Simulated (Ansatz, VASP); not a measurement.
## Al2Cu: VASP beside Ansatz

```xyz
6
Lattice="-2.9657 2.9657 2.3436 2.9657 -2.9657 2.3436 2.9657 2.9657 -2.3436" Properties=species:S:1:pos:R:3 pbc="T T T"
Al    3.9071    0.9414    0.0000
Al    2.0242    0.9414    2.3437
Al   -0.9414    2.0242    2.3436
Al    0.9414    2.0242    0.0000
Cu    0.0000    0.0000    3.5155
Cu    0.0000    0.0000    1.1718
```

Alike in both runs: task single point; functional PBE; k mesh 10 × 10 × 10; occupations gaussian, width 0.15 eV; no spin polarisation.

```csv
,VASP,Ansatz
version,VASP 6.6.1,Ansatz 0.2.0
potentials or method,"VASP PAW PBE potentials, release 64 (Al, Cu), cutoff 520 eV","scalar-relativistic, plane waves, PAW"
valence electrons in the cell,34,50
```

|  | VASP | Ansatz | Ansatz less VASP |
| --- | --- | --- | --- |
| gap on the k mesh at the Fermi level (eV) | none | none | - |
| pressure (GPa) | 10.0 | 9.9 | -0.13 |
| traceless stress, the component that is largest in VASP (GPa) | 2.32 | 2.30 | -0.024 |
| rms of the force components (eV/Å) | 0.062 | 0.061 | -0.0013 |

Atom by atom the forces differ by 0.001 eV/Å (rms over components). A gap of «none» marks a metal or a gap that the smearing closes. VASP's potentials hold 34 valence electrons a cell and Ansatz's 50, so a difference there can come from the potentials and not from the codes.
